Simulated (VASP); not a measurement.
# InSe in VASP: single point with PBE+D3(BJ)

Aim: the single point of InSe with PBE+D3(BJ).

Program: VASP 6.6.1. These are calculated values, not measurements. Logs are shortened: lines on timing, memory, paths and dates and some standing lists are left out, and cuts for length are marked.

## Step 1: The cell of the first run

The cell holds a slab with vacuum, 8 atoms: a = 4.027 Å, b = 4.027 Å, c = 28.271 Å, α = 90.00°, β = 90.00°, γ = 120.00°.

## Step 2: Single point, PBE+D3(BJ) (layers slid over each other)

INCAR

```
PREC     = Accurate       # precision mode
ENCUT    = 520            # plane-wave cutoff, eV
EDIFF    = 1E-6           # SCF threshold, eV
ISMEAR   = 0              # smearing method
SIGMA    = 0.05           # smearing width, eV
LREAL    = False          # projectors in reciprocal space
LASPH    = True           # aspherical terms in the spheres
NELM     = 80             # most SCF steps
ALGO     = Normal         # electronic algorithm
ISIF     = 2              # what is computed and relaxed
LWAVE    = False          # write WAVECAR
LCHARG   = False          # write CHGCAR
LDIPOL   = True         
IDIPOL   = 3            
DIPOL    = 0.5 0.5 0.413
GGA      = PE             # functional
IVDW     = 12             # dispersion correction
NBANDS   = 48             # bands
```

KPOINTS

```
regular mesh
0
Gamma
  9 9 1
```

POSCAR

```
InSe
1.0
    4.0266103653      0.0000000000      0.0000000000
   -2.0133051827      3.4871468675      0.0000000000
    0.0000000000      0.0000000000     28.2707107737
Se In
4 4
Direct
    0.0000000000      0.0000000000      0.1591753400
    0.0000000000      0.0000000000      0.3496677344
    0.2222222222      0.6666666667      0.4755931145
    0.2222222222      0.6666666667      0.6660855089
    0.6666666667      0.3333333333      0.2049979902
    0.6666666667      0.3333333333      0.3038451596
    0.8888888889      1.0000000000      0.5214157648
    0.8888888889      1.0000000000      0.6202629341
```

Potentials or basis: VASP PAW PBE potentials, release 64 (Se, In_d).

Command:

```bash
> cat potpaw_PBE.64/Se/POTCAR potpaw_PBE.64/In_d/POTCAR > POTCAR
> mpirun -np 1 vasp_std > vasp.out
```

OUTCAR:

```text
PREC = Accurate
   ENCUT = 520
   EDIFF = 1E-6
   ISMEAR = 0
   LREAL = False
   LASPH = True
   NELM = 80
   ISIF = 2
   GGA = PE
   IVDW = 12
 IVDW          = 12

 ion  position               nearest neighbor table
   1  0.000  0.000  0.159-   5 2.66   5 2.66   5 2.66
   2  0.000  0.000  0.350-   6 2.66   6 2.66   6 2.66
   3  0.222  0.667  0.476-   7 2.66   7 2.66   7 2.66
   4  0.222  0.667  0.666-   8 2.66   8 2.66   8 2.66
   5  0.667  0.333  0.205-   1 2.66   1 2.66   1 2.66   6 2.79
   6  0.667  0.333  0.304-   2 2.66   2 2.66   2 2.66   5 2.79
   7  0.889  0.000  0.521-   3 2.66   3 2.66   3 2.66   8 2.79
   8  0.889  0.000  0.620-   4 2.66   4 2.66   4 2.66   7 2.79

  LATTYP: Found a hexagonal cell.
 ALAT       =     4.0266103653
 C/A-ratio  =     7.0209700490

  Lattice vectors:

 A1 = (   4.0266103653,   0.0000000000,   0.0000000000)
 A2 = (  -2.0133051827,   3.4871468675,   0.0000000000)
 A3 = (   0.0000000000,   0.0000000000,  28.2707107737)

Analysis of symmetry for initial positions (statically):
=====================================================================
 Subroutine PRICEL returns:
 Original cell was already a primitive cell.

 Routine SETGRP: Setting up the symmetry group for a
 hexagonal supercell.

 Subroutine GETGRP returns: Found  1 space group operations
 (whereof  1 operations were pure point group operations)
 out of a pool of 24 trial point group operations.

The static configuration has the point symmetry C_1 .

Analysis of symmetry for dynamics (positions and initial velocities):
=====================================================================
 Subroutine PRICEL returns:
 Original cell was already a primitive cell.

 Routine SETGRP: Setting up the symmetry group for a
 hexagonal supercell.

 Subroutine GETGRP returns: Found  1 space group operations
 (whereof  1 operations were pure point group operations)
 out of a pool of 24 trial point group operations.

The dynamic configuration has the point symmetry C_1 .

 Subroutine INISYM returns: Found  1 space group operations
 (whereof  1 operations are pure point group operations),
 and found     1 'primitive' translations

----------------------------------------------------------------------------------------

                                     Primitive cell

  volume of cell :     396.9598

  direct lattice vectors                    reciprocal lattice vectors
     4.026610365  0.000000000  0.000000000     0.248347843  0.143383694  0.000000000
[... 114 lines left out ...]
   EFERMI_NEDOS =   21; number of points for ismear=-14 and -15
   IALGO  =     38    algorithm
   IMIX   =      4    mixing-type and parameters
     AMIX     =   0.40;   BMIX     =  1.00
     AMIX_MAG =   1.60;   BMIX_MAG =  1.00
  volume/ion in A,a.u.               =      49.62       334.85
  Fermi-wavevector in a.u.,A,eV,Ry     =   0.943548  1.783047 12.113024  0.890282
  Thomas-Fermi vector in A             =   2.071266
   LORBIT       =      0    0 simple, 1 ext, 2 COOP (PROOUT), +10 PAW based schemes
   GGA     = PE    functional components
   LHFCALC =     F    Hartree Fock is set to
   AEXX    =    0.0000 exact exchange contribution
   IVDW    =    12    specifies the selected vdW correction
   LEPSILON=     F    determine dielectric tensor
   LRPA    =     F    only Hartree local field effects (RPA)
 non-spin polarized calculation
 Gauss-broadening in eV      SIGMA  =   0.05
  energy-cutoff  :      520.00
  volume of cell :      396.96
 maximum number of plane-waves:     10749
 NGX is ok and might be reduce to    30
   NGX = 15   NGY = 15   NGZ =105

 dipolmoment           0.000000      0.000000     -0.000015 electrons x Angstroem

 number of electron      75.9999999 magnetization

 dipolmoment           0.000000      0.000000      0.000110 electrons x Angstroem

 Free energy of the ion-electron system (eV)
  ---------------------------------------------------
  ext. energy  EPLUGINS =         0.00000000
  ---------------------------------------------------
  free energy    TOTEN  =       -28.40453545 eV

  energy without entropy =      -28.40453545  energy(sigma->0) =      -28.40453545

 E-fermi :  -0.0598     XC(G=0):  -5.6875

 val. band max:       -0.2826215694   @ k =   0.1111   0.0000   0.0000
 cond. band min:       0.9494080837   @ k =   0.0000   0.0000   0.0000
 fundamental gap:      1.2320296531
 Fermi energy:        -0.0597756449

 k-point     1 :       0.0000    0.0000    0.0000
  band No.  band energies     occupation
      1     -14.5183      2.00000
      2     -14.5173      2.00000
      3     -14.3350      2.00000
      4     -14.3347      2.00000
      5     -14.3339      2.00000
      6     -14.3338      2.00000
[... 1213 lines left out ...]
     47       4.5112      0.00000
     48       4.5341      0.00000

 [... further k-points ...]

------------------------ aborting loop because EDIFF is reached ----------------------------------------

 vacuum level on the upper side and lower side of the slab       (xc-potential included)        -0.130        -0.131

 Edisp (eV)   -1.98869

 E8    (eV) :    -0.9325

  FORCE on cell =-STRESS in cart. coord.  units (eV):
  Direction    XX          YY          ZZ          XY          YZ          ZX
  --------------------------------------------------------------------------------------
  -------------------------------------------------------------------------------------
  Total      -0.06641    -0.06074    -0.49197    -0.02588    -0.01778     0.04455
  in kB      -0.26802    -0.24516    -1.98564    -0.10446    -0.07175     0.17982
  external pressure =       -0.83 kB  Pullay stress =        0.00 kB

 VOLUME and BASIS-vectors are now :
 -----------------------------------------------------------------------------
  energy-cutoff  :      520.00
  volume of cell :      396.96
      direct lattice vectors                 reciprocal lattice vectors
     4.026610365  0.000000000  0.000000000     0.248347843  0.143383694  0.000000000
    -2.013305183  3.487146867  0.000000000     0.000000000  0.286767388  0.000000000
     0.000000000  0.000000000 28.270710774     0.000000000  0.000000000  0.035372298

 POSITION                                       TOTAL-FORCE (eV/Angst)
 -----------------------------------------------------------------------------------
      0.00000      0.00000      4.50000        -0.000592      0.000080     -0.012141
      0.00000      0.00000      9.88536        -0.012736      0.003972      0.075513
     -0.44740      2.32476     13.44536         0.008349     -0.004435     -0.076835
     -0.44740      2.32476     18.83071        -0.000032     -0.000141      0.011865
      2.01331      1.16238      5.79544        -0.001270      0.000273      0.014846
      2.01331      1.16238      8.58992         0.003966     -0.000094      0.025729
      3.57921      0.00000     14.74079         0.001964      0.000678     -0.024015
      3.57921      0.00000     17.53527         0.000351     -0.000333     -0.014962
 -----------------------------------------------------------------------------------
    total drift:                                0.000278      0.000037     -0.000215

  FREE ENERGIE OF THE ION-ELECTRON SYSTEM (eV)
  ---------------------------------------------------
  free  energy   TOTEN  =       -30.3932259990 eV

  energy  without entropy=      -30.3932259990  energy(sigma->0) =      -30.39322600

 vacuum level on the upper side and lower side of the slab         5.371         5.370
```

stdout:

```text
POSCAR found type information on POSCAR SeIn
 POSCAR found :  2 types and       8 ions
 scaLAPACK will be used
 LDA part: xc-table for (Slater+PW92), standard interpolation
 POSCAR, INCAR and KPOINTS ok, starting setup
 FFT: planning ... GRIDC
 FFT: planning ... GRID_SOFT
 FFT: planning ... GRID
 WAVECAR not read
 entering main loop
```

Run time: 51 min. Hardware: 1 thread of Oxide Virtual Turin-like, shared host; peak memory 0.8 GiB.

What came out:

| Quantity | Value |
| --- | --- |
| Free energy | -30.3932 eV |
| Largest force | 0.077 eV/Å |
| Band gap on the k mesh | 1.23 eV (least direct gap 1.27 eV) |
| Dispersion energy per atom | -0.249 eV |

Forces in eV/Å, atoms in the order of the input:
```
Se  -0.001  0.000 -0.012
Se  -0.013  0.004  0.076
Se   0.008 -0.004 -0.077
Se   0.000  0.000  0.012
In  -0.001  0.000  0.015
In   0.004  0.000  0.026
In   0.002  0.001 -0.024
In   0.000  0.000 -0.015
```

Levels at points of the mesh, in eV from the valence-band top:
```csv
k point,band 36,band 37,band 38,band 39,band 40,band 41
"(0.00, 0.00, 0.00)",-0.58,-0.56,-0.04,1.23,1.69,2.60
```

Caveat: the cell differs from its parent crystal (layers slid over each other); spin-orbit coupling is left out, which moves the levels of the heavy elements.
